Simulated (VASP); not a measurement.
## C: relaxation of shape and atoms at fixed volume with PBE+D3(BJ)

The system is C.

```
CELL_PARAMETERS angstrom
1.24473 0.71864 3.38171
-1.24473 0.71864 3.38171
0.00000 -1.43729 3.38171
ATOMIC_POSITIONS crystal
C 0.83341 0.83341 0.83341
C 0.16659 0.16659 0.16659
```

| Property | Result |
| --- | --- |
| Program | VASP 6.6.1 |
| Task | relaxation of shape and atoms at fixed volume |
| Functional | PBE |
| Dispersion | D3(BJ) |
| Potentials or basis | VASP PAW PBE potentials, release 64 (C) |
| Cutoff | 600 eV |
| k mesh | 12 × 12 × 12 |
| Occupations | gaussian, width 0.02 eV |
| Spin | no spin polarisation |
| Dipole correction | no |
| Further INCAR settings | ALGO = Normal; EDIFF = 1e-06; IBRION = 2; EDIFFG = -0.01; NSW = 50; ISIF = 4 |

```yaml
Energy_gained_by_relaxing: 5.8 meV/atom
Ionic_steps: 3
Pressure_after_relaxing: -1.1 GPa
Largest_force_after_relaxing: 0.004 eV/Å
Dispersion_energy_per_atom: -0.152 eV
```

Forces on the atoms (eV/Å):
```
C    0.000  0.000 -0.004
C    0.000  0.000  0.004
```

Step by step:
```csv
step,energy change (eV),largest force (eV/Å),pressure (GPa),volume (Å³)
1,0.0000,0.0007,-8.19,18.15
2,-0.0111,0.0048,0.27,18.15
3,-0.0115,0.0042,-1.11,18.15
```

Final structure:
```
CELL_PARAMETERS angstrom
1.23385 0.71236 3.44163
-1.23385 0.71236 3.44163
0.00000 -1.42472 3.44163
ATOMIC_POSITIONS crystal
C 0.83341 0.83341 0.83341
C 0.16659 0.16659 0.16659
```

Run time: 41 s on 1 thread of Intel(R) Xeon(R) 6975P-C (Granite Rapids), with other jobs on the host, peak memory 0.18 GiB.
